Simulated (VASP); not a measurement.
## HfO2: relaxation of cell and atoms with SCAN

The system is HfO2.

```xyz
3
Lattice="0.0000 2.5575 2.5575 2.5575 0.0000 2.5575 2.5575 2.5575 0.0000" Properties=species:S:1:pos:R:3 pbc="T T T"
Hf    0.0000    0.0000    0.0000
O     3.8363    3.8363    3.8363
O     1.2788    1.2788    1.2788
```

```yaml
Program: VASP 6.6.1
Task: relaxation of cell and atoms
Functional: SCAN
Potentials_or_basis: VASP PAW PBE potentials, release 64 (Hf_sv_GW, O_GW)
Cutoff: 690 eV
k_mesh: 8 × 8 × 8
Occupations: gaussian, width 0.03 eV
Spin: no spin polarisation
Tolerance_level: standard
Purpose: choice of potentials
Passes: 2
Further_INCAR_settings: ALGO = Normal; EDIFF = 1e-07
```

```yaml
Relaxed_volume: 10.62 Å³/atom
Relaxed_cell: a = 3.558 Å, b = 3.558 Å, c = 3.558 Å, α = 60.00°, β = 60.00°, γ = 60.00°
Space_group_after_relaxing_to_0.1_Å: Fm-3m (No. 225)
Energy_gained_by_relaxing: 20.6 meV/atom
Ionic_steps: 5
Pressure_after_relaxing: 0.0 GPa
Band_gap_on_the_k_mesh: 4.15 eV
```

Step by step:
| step | energy change (eV) | largest force (eV/Å) | pressure (GPa) | volume (Å³) |
| --- | --- | --- | --- | --- |
| 1 | 0.0000 | 0.0000 | -12.57 | 33.46 |
| 2 | 0.1270 | 0.0000 | 27.11 | 29.40 |
| 3 | -0.0659 | 0.0000 | -0.29 | 31.88 |
| 4 | -0.0660 | 0.0000 | -0.01 | 31.85 |
| 5 | -0.0618 | 0.0000 | 0.00 | 31.85 |

Final structure:
```
CELL_PARAMETERS angstrom
0.00000 2.51597 2.51597
2.51597 0.00000 2.51597
2.51597 2.51597 0.00000
ATOMIC_POSITIONS crystal
Hf 0.00000 0.00000 0.00000
O 0.75000 0.75000 0.75000
O 0.25000 0.25000 0.25000
```

Levels at points of the mesh, in eV from the valence-band top:
| k point | band 10 | band 11 | band 12 | band 13 | band 14 | band 15 |
| --- | --- | --- | --- | --- | --- | --- |
| (0.00, 0.00, 0.00) | -0.64 | -0.64 | -0.64 | 4.28 | 4.28 | 6.39 |
| (0.50, 0.00, 0.00) | -2.81 | -1.88 | -1.88 | 5.00 | 5.00 | 7.57 |
| (0.50, 0.50, 0.00) | -1.64 | -1.64 | 0.00 | 4.15 | 5.92 | 7.25 |

Run time: 8.1 min on 2 MPI ranks on Intel(R) Xeon(R) Platinum 8259CL CPU @ 2.50GHz (Skylake/Cascade Lake) (shared host), peak memory 0.2 GiB a rank.

Caveat: the PAW data sets were made with another functional, which shifts forces and pressure a little; spin-orbit coupling is left out, which moves the levels of the heavy elements. SCAN opens gaps a little over a GGA but as a rule still falls short of measured ones.
